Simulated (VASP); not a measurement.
# HfSi (CsCl type) (Pm-3m) in VASP: notebook

HfSi (CsCl type) is run at these levels: PBEsol; tasks: single point.

Everything below comes from runs of VASP 6.6.1. Logs are shortened: lines on timing, memory, paths and dates and some standing lists are left out, and cuts for length are marked.

**1. The cell of the first run**

The structure is cubic, space group Pm-3m (No. 221). The conventional cell has a = 2.728 Å, b = 2.728 Å, c = 2.728 Å, α = 90.00°, β = 90.00°, γ = 90.00°. Hf (site symmetry m-3m) has 8 Si at 2.36 Å and 6 Hf at 2.73 Å within 3.1 Å. Si (site symmetry m-3m) has 8 Hf at 2.36 Å and 6 Si at 2.73 Å within 3.1 Å.

**2. Single point, PBEsol**

Contents of INCAR:

```
PREC = Accurate ; ENCUT = 500
EDIFF = 1E-6 ; ISMEAR = -1
SIGMA = 0.1 ; LREAL = F
LASPH = T ; NELM = 120
ALGO = Normal ; ISIF = 2
LWAVE = F ; LCHARG = F
GGA = PS ; NBANDS = 14
GGA_COMPAT = F
```

Contents of KPOINTS:

```
regular mesh
0
Gamma
  15 15 15
```

Contents of POSCAR:

```
HfSi
1.0
    2.7283322625      0.0000000000      0.0000000000
    0.0000000000      2.7283322625      0.0000000000
    0.0000000000      0.0000000000      2.7283322625
Hf Si
1 1
Direct
    0.0000000000      0.0000000000      0.0000000000
    0.5000000000      0.5000000000      0.5000000000
```

Potentials or basis: VASP PAW PBE potentials, release 64 (Hf_pv, Si).

The run is started by

```sh
$ cat potpaw_PBE.64/Hf_pv/POTCAR potpaw_PBE.64/Si/POTCAR > POTCAR
$ mpirun -np 1 vasp_std > vasp.out
```

OUTCAR:

```text
PREC = Accurate
   ENCUT = 500
   EDIFF = 1E-6
   ISMEAR = -1
   LREAL = F
   LASPH = T
   NELM = 120
   ISIF = 2
   GGA = PS

 ion  position               nearest neighbor table
   1  0.000  0.000  0.000-   2 2.36   2 2.36   2 2.36   2 2.36   2 2.36   2 2.36   2 2.36   2 2.36

   2  0.500  0.500  0.500-   1 2.36   1 2.36   1 2.36   1 2.36   1 2.36   1 2.36   1 2.36   1 2.36

  LATTYP: Found a simple cubic cell.
 ALAT       =     2.7283322625

  Lattice vectors:

 A1 = (   2.7283322625,   0.0000000000,   0.0000000000)
 A2 = (   0.0000000000,   2.7283322625,   0.0000000000)
 A3 = (   0.0000000000,   0.0000000000,   2.7283322625)

Analysis of symmetry for initial positions (statically):
=====================================================================
 Subroutine PRICEL returns:
 Original cell was already a primitive cell.

 Routine SETGRP: Setting up the symmetry group for a
 simple cubic supercell.

 Subroutine GETGRP returns: Found 48 space group operations
 (whereof 48 operations were pure point group operations)
 out of a pool of 48 trial point group operations.

The static configuration has the point symmetry O_h .

Analysis of symmetry for dynamics (positions and initial velocities):
=====================================================================
 Subroutine PRICEL returns:
 Original cell was already a primitive cell.

 Routine SETGRP: Setting up the symmetry group for a
 simple cubic supercell.

 Subroutine GETGRP returns: Found 48 space group operations
 (whereof 48 operations were pure point group operations)
 out of a pool of 48 trial point group operations.

The dynamic configuration has the point symmetry O_h .

 Subroutine INISYM returns: Found 48 space group operations
 (whereof 48 operations are pure point group operations),
 and found     1 'primitive' translations

----------------------------------------------------------------------------------------

                                     Primitive cell

  volume of cell :      20.3092

  direct lattice vectors                    reciprocal lattice vectors
     2.728332262  0.000000000  0.000000000     0.366524273  0.000000000  0.000000000
     0.000000000  2.728332262  0.000000000     0.000000000  0.366524273  0.000000000
     0.000000000  0.000000000  2.728332262     0.000000000  0.000000000  0.366524273

  length of vectors
     2.728332262  2.728332262  2.728332262     0.366524273  0.366524273  0.366524273

  position of ions in fractional coordinates (direct lattice)
     0.000000000  0.000000000  0.000000000
     0.500000000  0.500000000  0.500000000

  ion indices of the primitive-cell ions
   primitive index   ion index
                 1           1
                 2           2

----------------------------------------------------------------------------------------

 KPOINTS: regular mesh

Automatic generation of k-mesh.
 Grid dimensions read from file:
 generate k-points for:   15   15   15

 Generating k-lattice:

  Cartesian coordinates                     Fractional coordinates (reciprocal lattice)
     0.024434952  0.000000000  0.000000000     0.066666667  0.000000000  0.000000000
     0.000000000  0.024434952  0.000000000     0.000000000  0.066666667  0.000000000
     0.000000000  0.000000000  0.024434952     0.000000000  0.000000000  0.066666667

  Length of vectors
     0.024434952  0.024434952  0.024434952

  Shift w.r.t. Gamma in fractional coordinates (k-lattice)
     0.000000000  0.000000000  0.000000000

 Subroutine IBZKPT returns following result:
 ===========================================

 Found    120 irreducible k-points:

 Following reciprocal coordinates:
            Coordinates               Weight
  0.000000  0.000000  0.000000      1.000000
  0.066667  0.000000  0.000000      6.000000
  0.133333  0.000000  0.000000      6.000000
  0.200000  0.000000  0.000000      6.000000
  0.266667  0.000000  0.000000      6.000000
  0.333333  0.000000  0.000000      6.000000
[... 16 lines left out ...]
  0.266667  0.200000  0.000000     24.000000
  0.333333  0.200000  0.000000     24.000000
 [... further k-points ...]
   k-points           NKPTS =    120   k-points in BZ     NKDIM =    120   number of bands    NBANDS=     14
   number of dos      NEDOS =    301   number of ions     NIONS =      2
   total plane-waves  NPLWV =   8000
   dimension x,y,z NGX =    20 NGY =   20 NGZ =   20
   dimension x,y,z NGXF=    40 NGYF=   40 NGZF=   40
   ions per type =               1   1
   NGX,Y,Z   is equivalent  to a cutoff of  12.19, 12.19, 12.19 a.u.
   NGXF,Y,Z  is equivalent  to a cutoff of  24.37, 24.37, 24.37 a.u.
 SYSTEM =  unknown system
   PREC   = accura    normal or accurate (medium, high low for compatibility)
   ISTART =      0    job   : 0-new  1-cont  2-samecut
   ICHARG =      2    charge: 1-file 2-atom 10-const
   ISPIN  =      1    spin polarized calculation?
   LNONCOLLINEAR =      F non collinear calculations
   LSORBIT =      F    spin-orbit coupling
   LASPH  =      T    aspherical Exc in radial PAW
   ENCUT  =  500.0 eV  36.75 Ry    6.06 a.u.   4.97  4.97  4.97*2*pi/ulx,y,z
   NELM   =    120;   NELMIN=  2; NELMDL= -5     # of ELM steps
   EDIFF  = 0.1E-05   stopping-criterion for ELM
   LREAL  =      F    real-space projection
   EDIFFG = 0.1E-04   stopping-criterion for IOM
   NSW    =      0    number of steps for IOM
   IBRION =     -1    ionic relax: 0-MD 1-quasi-New 2-CG
   NFREE  =      0    steps in history (QN), initial steepest desc. (CG)
   ISIF   =      2    stress and relaxation
   ISYM   =      2    0-nonsym 1-usesym 2-fastsym
   POTIM  = 0.5000    time-step for ionic-motion
   TEBEG  =    0.0;   TEEND  =   0.0 temperature during run
   PSTRESS=    0.0 pullay stress
   NELECT =      14.0000    total number of electrons
   NUPDOWN=      -1.0000    fix difference up-down
   EMIN   =  10.00;   EMAX   =-10.00  energy-range for DOS
   EFERMI =   0.00;   METHOD = LEGACY
   ISMEAR =    -1;   SIGMA  =   0.10  broadening in eV -4-tet -1-fermi 0-gaus
   EFERMI_NEDOS =   21; number of points for ismear=-14 and -15
   IALGO  =     38    algorithm
   IMIX   =      4    mixing-type and parameters
     AMIX     =   0.40;   BMIX     =  1.00
     AMIX_MAG =   1.60;   BMIX_MAG =  1.00
  volume/ion in A,a.u.               =      10.15        68.53
  Fermi-wavevector in a.u.,A,eV,Ry     =   1.446173  2.732871 28.455447  2.091416
  Thomas-Fermi vector in A             =   2.564272
   LORBIT       =      0    0 simple, 1 ext, 2 COOP (PROOUT), +10 PAW based schemes
   GGA     = PS    functional components
   LHFCALC =     F    Hartree Fock is set to
   AEXX    =    0.0000 exact exchange contribution
   IVDW    =     0    specifies the selected vdW correction
   LEPSILON=     F    determine dielectric tensor
   LRPA    =     F    only Hartree local field effects (RPA)
 non-spin polarized calculation
  energy-cutoff  :      500.00
  volume of cell :       20.31
 maximum number of plane-waves:       526
 NGX is ok and might be reduce to    20
   NGX =  9   NGY =  9   NGZ =  9

 number of electron      14.0000006 magnetization

 Free energy of the ion-electron system (eV)
  ---------------------------------------------------
  ext. energy  EPLUGINS =         0.00000000
  ---------------------------------------------------
  free energy    TOTEN  =       -11.32801219 eV

  energy without entropy =      -11.28733807  energy(sigma->0) =      -11.30767513

 E-fermi :  13.3061     XC(G=0): -14.1982

 val. band max:       13.3024988951   @ k =   0.2000   0.1333   0.0000
 cond. band min:      13.3181436472   @ k =   0.4667   0.2667   0.2000
 fundamental gap:      0.0156447520
 Fermi energy:        13.3060758675

 k-point     1 :       0.0000    0.0000    0.0000
  band No.  band energies     occupation
      1     -15.4631      2.00000
      2     -15.4631      2.00000
      3     -15.4631      2.00000
      4      -1.1197      2.00000
      5       8.5896      2.00000
      6       8.5896      2.00000
      7      17.8154      0.00000
      8      17.8154      0.00000
      9      17.8154      0.00000
     10      19.0327      0.00000
     11      19.0327      0.00000
     12      19.0327      0.00000
     13      26.8453      0.00000
     14      26.8453      0.00000

 k-point     2 :       0.0667    0.0000    0.0000
  band No.  band energies     occupation
      1     -15.5779      2.00000
      2     -15.4535      2.00000
      3     -15.4535      2.00000
      4      -0.9555      2.00000
      5       8.6640      2.00000
      6       8.6749      2.00000
      7      17.0049      0.00000
      8      17.0049      0.00000
      9      17.6135      0.00000
     10      19.0888      0.00000
     11      19.8085      0.00000
     12      19.8085      0.00000
     13      26.0644      0.00000
     14      27.0757      0.00000

 k-point     3 :       0.1333    0.0000    0.0000
  band No.  band energies     occupation
      1     -15.8901      2.00000
      2     -15.4261      2.00000
      3     -15.4261      2.00000
      4      -0.4918      2.00000
      5       8.8504      2.00000
      6       8.8842      2.00000
      7      15.8246      0.00000
      8      15.8246      0.00000
      9      17.2304      0.00000
     10      19.2526      0.00000
     11      20.9018      0.00000
     12      20.9018      0.00000
     13      24.4269      0.00000
     14      27.5705      0.00000

 k-point     4 :       0.2000    0.0000    0.0000
  band No.  band energies     occupation
      1     -16.3216      2.00000
      2     -15.3855      2.00000
      3     -15.3855      2.00000
      4       0.2040      2.00000
      5       8.8831      2.00000
      6       9.2402      2.00000
      7      14.7049      0.00000
      8      14.7049      0.00000
      9      17.1471      0.00000
     10      19.5093      0.00000
     11      21.9310      0.00000
     12      21.9310      0.00000
     13      22.6280      0.00000
     14      28.0287      0.00000

 k-point     5 :       0.2667    0.0000    0.0000
  band No.  band energies     occupation
      1     -16.7821      2.00000
      2     -15.3383      2.00000
      3     -15.3383      2.00000
      4       1.0618      2.00000
      5       8.5229      2.00000
      6       9.7103      2.00000
      7      13.7349      0.02708
      8      13.7349      0.02708
      9      17.7708      0.00000
     10      19.8312      0.00000
     11      20.9173      0.00000
[... 276 lines left out ...]
 k-point    22 :       0.2000    0.2000    0.0000
  band No.  band energies     occupation
      1     -16.2925      2.00000
      2     -16.1204      2.00000
      3     -15.3085      2.00000
      4       1.3639      2.00000
      5       8.8137      2.00000
      6       9.7710      2.00000
      7      12.8108      1.98597
      8      14.5172      0.00001
      9      16.9236      0.00000
     10      18.6964      0.00000
     11      20.3523      0.00000
     12      24.8315      0.00000
     13      25.4778      0.00000
     14      27.5236      0.00000

 k-point    23 :       0.2667    0.2000    0.0000
  band No.  band energies     occupation
      1     -16.6649      2.00000
      2     -16.1224      2.00000
      3     -15.2618      2.00000
      4       2.0839      2.00000
      5       8.2180      2.00000
      6      10.0631      2.00000
      7      12.7482      1.99248
      8      14.0294      0.00144
      9      16.6986      0.00000
     10      19.0634      0.00000
     11      20.3488      0.00000
     12      24.4990      0.00000
     13      26.2896      0.00000
     14      28.4908      0.00000

 k-point    24 :       0.3333    0.2000    0.0000
  band No.  band energies     occupation
      1     -17.0548      2.00000
      2     -16.0636      2.00000
      3     -15.2166      2.00000
      4       2.8606      2.00000
      5       7.3951      2.00000
      6      10.3824      2.00000
      7      12.6767      1.99631
      8      13.4381      0.42172
      9      16.8384      0.00000
     10      19.8398      0.00000
     11      20.6933      0.00000
     12      23.7632      0.00000
     13      25.9150      0.00000
     14      28.4603      0.00000

 [... further k-points ...]
[... 5 lines left out ...]
  --------------------------------------------------------------------------------------
  -------------------------------------------------------------------------------------
  Total       24.7117458     24.7117458     24.7117458      0.0000000     -0.0000000      0.0000000
  in kB     1949.4954890   1949.4954890   1949.4954890      0.0000000     -0.0000000      0.0000000
  external PRESSURE =    1949.4954890 kB  Pullay stress =       0.0000000 kB

 VOLUME and BASIS-vectors are now :
 -----------------------------------------------------------------------------
  energy-cutoff  :      500.00
  volume of cell :       20.31
      direct lattice vectors                 reciprocal lattice vectors
     2.728332262  0.000000000  0.000000000     0.366524273  0.000000000  0.000000000
     0.000000000  2.728332262  0.000000000     0.000000000  0.366524273  0.000000000
     0.000000000  0.000000000  2.728332262     0.000000000  0.000000000  0.366524273

 POSITION                                       TOTAL-FORCE (eV/Angst)
 -----------------------------------------------------------------------------------
      0.00000      0.00000      0.00000         0.000000      0.000000      0.000000
      1.36417      1.36417      1.36417         0.000000      0.000000      0.000000
 -----------------------------------------------------------------------------------
    total drift:                               -0.000000      0.000000      0.000000

  FREE ENERGIE OF THE ION-ELECTRON SYSTEM (eV)
  ---------------------------------------------------
  free  energy   TOTEN  =       -11.3280121925 eV

  energy  without entropy=      -11.2873380687  energy(sigma->0) =      -11.30767513
```

It took 25 s on 1 thread of Intel Xeon Platinum 8488C (Sapphire Rapids), shared host; peak memory 0.15 GiB.

What came out:

* Free energy: -11.3280 eV
* Pressure: 194.9 GPa
* Band gap on the k mesh: zero (band 7 reaches 17.82 eV, above the bottom of band 8 at 12.16 eV)

Levels at points of the mesh, in eV from the Fermi level:
| k point | band 4 | band 5 | band 6 | band 7 | band 8 | band 9 | band 10 | band 11 |
| --- | --- | --- | --- | --- | --- | --- | --- | --- |
| (0.00, 0.00, 0.00) | -14.43 | -4.72 | -4.72 | 4.51 | 4.51 | 4.51 | 5.73 | 5.73 |

Caveat: the PAW data sets were made with another functional, which shifts forces and pressure a little; spin-orbit coupling is left out, which moves the levels of the heavy elements.

**3. Single point, PBEsol**

Contents of INCAR:

```
PREC     = Accurate       # precision mode
ENCUT    = 500            # plane-wave cutoff, eV
EDIFF    = 1E-6           # SCF threshold, eV
ISMEAR   = -1             # smearing method
SIGMA    = 0.1            # smearing width, eV
LREAL    = F              # projectors in reciprocal space
LASPH    = T              # aspherical terms in the spheres
NELM     = 120            # most SCF steps
ALGO     = Normal         # electronic algorithm
ISIF     = 2              # what is computed and relaxed
LWAVE    = F              # write WAVECAR
LCHARG   = F              # write CHGCAR
GGA      = PS             # functional
NBANDS   = 14             # bands
GGA_COMPAT= F
```

Contents of KPOINTS:

```
Automatic mesh
0
Gamma
  15 15 15
```

Contents of POSCAR:

```
HfSi
1.0
    2.7285320369      0.0000000000      0.0000000000
    0.0000000000      2.7285320369      0.0000000000
    0.0000000000      0.0000000000      2.7285320369
Hf Si
1 1
Direct
    0.0000000000      0.0000000000      0.0000000000
    0.5000000000      0.5000000000      0.5000000000
```

Potentials or basis: VASP PAW PBE potentials, release 64 (Hf_pv, Si).

The run is started by

```sh
$ cat potpaw_PBE.64/Hf_pv/POTCAR potpaw_PBE.64/Si/POTCAR > POTCAR
$ mpirun -np 1 vasp_std > vasp.out
```

Run time: 32 s. Hardware: 1 thread of Intel Xeon Platinum 8488C (Sapphire Rapids), shared host; peak memory 0.15 GiB.

The run converged. Its results:

```
Free energy            : -11.3334 eV
Pressure               : 194.8 GPa
Band gap on the k mesh : zero (band 7 reaches 17.81 eV, above the bottom of band 8 at 12.16 eV)
```

Levels at points of the mesh, in eV from the Fermi level:
```csv
k point,band 4,band 5,band 6,band 7,band 8,band 9,band 10,band 11
"(0.00, 0.00, 0.00)",-14.42,-4.71,-4.71,4.51,4.51,4.51,5.73,5.73
```

Caveat: the PAW data sets were made with another functional, which shifts forces and pressure a little; spin-orbit coupling is left out, which moves the levels of the heavy elements.
